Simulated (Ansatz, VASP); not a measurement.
# Two plane-wave programs on TaF3

INCAR

```
SYSTEM = TaF3
PREC = Accurate ; ENCUT = 520
EDIFF = 1E-6 ; ISMEAR = -1
SIGMA = 0.1 ; LREAL = .False.
LASPH = .True. ; NELM = 100
ALGO = Normal ; ISIF = 2
LWAVE = .False. ; LCHARG = .False.
GGA = PE ; NBANDS = 24
```

File KPOINTS:

```
regular mesh
0
Gamma
  6 6 6
  0 0 0
```

POSCAR

```
TaF3
1.0
    4.1666460000      0.0000000000      0.0000000000
    0.0000000000      4.1666460000      0.0000000000
    0.0000000000      0.0000000000      4.1666460000
Ta F
1 3
Direct
    0.0000000000      0.0000000000      0.0000000000
    0.0000000000      0.5000000000      0.0000000000
    0.5000000000      0.0000000000      0.0000000000
    0.0000000000      0.0000000000      0.5000000000
```

Input for Ansatz:

```yaml
crystal:
  lattice:
    - [4.166646, 0.0, 0.0]
    - [0.0, 4.166646, 0.0]
    - [0.0, 0.0, 4.166646]
  atoms:
    - { symbol: Ta, position: [0.0, 0.0, 0.0] }
    - { symbol: F, position: [0.0, 0.5, 0.0] }
    - { symbol: F, position: [0.5, 0.0, 0.0] }
    - { symbol: F, position: [0.0, 0.0, 0.5] }
basis:
  ecutwfc: 470.0
kpoints:
  mp_grid:
    grid: [6, 6, 6]
hamiltonian:
  xc: pbe
scf:
  occupations:
    method: fermi_dirac
    width: 0.1
output:
  forces: true
  stress: true
```

Alike in both runs: task single point; functional PBE; k mesh 6 × 6 × 6; occupations fermi-dirac, width 0.1 eV; no spin polarisation.

```csv
,VASP,Ansatz
version,VASP 6.6.1,Ansatz 0.2.0
potentials or method,"VASP PAW PBE potentials, release 64 (Ta_pv, F), cutoff 520 eV","plane waves, PAW"
valence electrons in the cell,32,34
```

|  | VASP | Ansatz | Ansatz less VASP |
| --- | --- | --- | --- |
| pressure (GPa) | -2.8 | -2.8 | +0.02 |

With one functional, cell and mesh, what is left measures potentials, basis and numerics. VASP's potentials hold 32 valence electrons a cell and Ansatz's 34, so a difference there can come from the potentials and not from the codes.

Spin-orbit coupling is off throughout.
